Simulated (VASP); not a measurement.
Wanted: the native input for a VASP 6.6.1 run.

| Property | Result |
| --- | --- |
| Task | single point |
| Functional | PBE |
| Potentials or basis | VASP PAW PBE potentials, release 64 (Cu, Zn) |
| Cutoff | 520 eV |
| k mesh | 14 × 14 × 1 |
| Occupations | fermi-dirac, width 0.1 eV |
| Spin | no spin polarisation |
| Dipole correction | yes |
| Further INCAR settings | ALGO = Normal; EDIFF = 1e-06; NBANDS = 36 |

The structure of ZnCu4 (Cu (100), 5 layers) lies in POSCAR:

```
ZnCu4
1.0
    2.5665139635      0.0000000000      0.0000000000
    0.0000000000      2.5665139635      0.0000000000
    0.0000000000      0.0000000000     23.2592000000
Cu Zn
4 1
Direct
    0.0000000000      0.0000000000      0.3463542678
    0.5000000000      0.5000000000      0.4217372054
    0.5000000000      0.5000000000      0.5782627953
    0.0000000000      0.0000000000      0.6536457339
    0.0000000000      0.0000000000      0.4999999976
```

One way to write it, as run:

INCAR

```
SYSTEM = ZnCu4
PREC = Accurate
ENCUT = 520
EDIFF = 1E-6
ISMEAR = -1
SIGMA = 0.1
LREAL = .False.
LASPH = .True.
NELM = 60
ALGO = Normal
ISIF = 2
LWAVE = .False.
LCHARG = .False.
LDIPOL = .True.
IDIPOL = 3
DIPOL = 0.5 0.5 0.500
GGA = PE
NBANDS = 36
```

KPOINTS

```
regular mesh
0
Gamma
  14 14 1
  0 0 0
```

Potentials or basis: VASP PAW PBE potentials, release 64 (Cu, Zn).

Run with:

```sh
$ cat potpaw_PBE.64/Cu/POTCAR potpaw_PBE.64/Zn/POTCAR > POTCAR
$ mpirun -np 1 vasp_std > vasp.out
```

It gave:

```
Largest force          : 0.290 eV/Å
Band gap on the k mesh : zero (band 28 reaches 3.38 eV, above the bottom of band 29 at -1.57 eV)
```

Wall time 2.5 min on 1 thread of Intel(R) Xeon(R) 6975P-C (Granite Rapids), with other jobs on the host, peak memory 0.35 GiB.
